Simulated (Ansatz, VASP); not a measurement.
Ru in VASP and in Ansatz

The input INCAR:

```
SYSTEM = Ru
ALGO = Normal
EDIFF = 1E-6
EDIFFG = -0.05
ENCUT = 600
IBRION = 2
ISIF = 3
ISMEAR = 0
LASPH = .True.
LCHARG = .False.
LREAL = .False.
LWAVE = .False.
NELM = 60
NSW = 100
PREC = Accurate
SIGMA = 0.1
```

KPOINTS

```
k-points
0
Gamma
  9 9 6
  0 0 0
```

Contents of POSCAR:

```
Ru
1.0
    2.7078263400      0.0000000000      0.0000000000
   -1.3539131700      2.3450464000      0.0000000000
    0.0000000000      0.0000000000      4.2681017800
Ru
2
Direct
    0.3333333300      0.6666666700      0.2500000000
    0.6666666700      0.3333333300      0.7500000000
```

Input for Ansatz:

```yaml
crystal:
  lattice:
    - [2.70782634, 0.0, 0.0]
    - [-1.35391317, 2.3450464, 0.0]
    - [0.0, 0.0, 4.26810178]
  atoms:
    - { symbol: Ru, position: [0.33333333, 0.66666667, 0.25] }
    - { symbol: Ru, position: [0.66666667, 0.33333333, 0.75] }
basis:
  ecutwfc: 420
kpoints:
  mp_grid: { grid: [9, 9, 6] }
hamiltonian:
  xc: lda
  pseudopotentials: { kind: paw, azcp: { folder: soft_1 } }
scf:
  occupations: { method: gaussian, width: 0.1 }
output:
  forces: true
  stress: true
  eigenvalues: true
relax:
  adjacent_minimum: "off"
  f_tol: 0.05
  max_steps: 80
  cell: { stress_tol: 0.5 }
```

Alike in both runs: task relaxation of cell and atoms; functional LDA; k mesh 9 × 9 × 6; occupations gaussian, width 0.1 eV; no spin polarisation.

```csv
,VASP,Ansatz
version,VASP 6.6.1,Ansatz 0.2.0
potentials or method,"VASP PAW LDA potentials, release 64 (Ru_pv), cutoff 600 eV","scalar-relativistic, plane waves, PAW"
valence electrons in the cell,28,32
```

|  | VASP | Ansatz | Ansatz less VASP |
| --- | --- | --- | --- |
| gap on the k mesh at the Fermi level, each at its own relaxed structure (eV) | none | none | - |
| relaxed volume (Å³/atom) | 13.12 | 13.08 | -0.041 |
| relaxed cell length with the largest relative difference (Å) | 4.233 | 4.228 | -0.0047 |

Ansatz warns that its potentials were made for another functional, while VASP's fit it. LDA's correlation is that of Perdew and Zunger in VASP and of Perdew and Wang (1992) in Ansatz. A gap of «none» marks a metal or a gap that the smearing closes. VASP's potentials hold 28 valence electrons a cell and Ansatz's 32, so a difference there can come from the potentials and not from the codes.
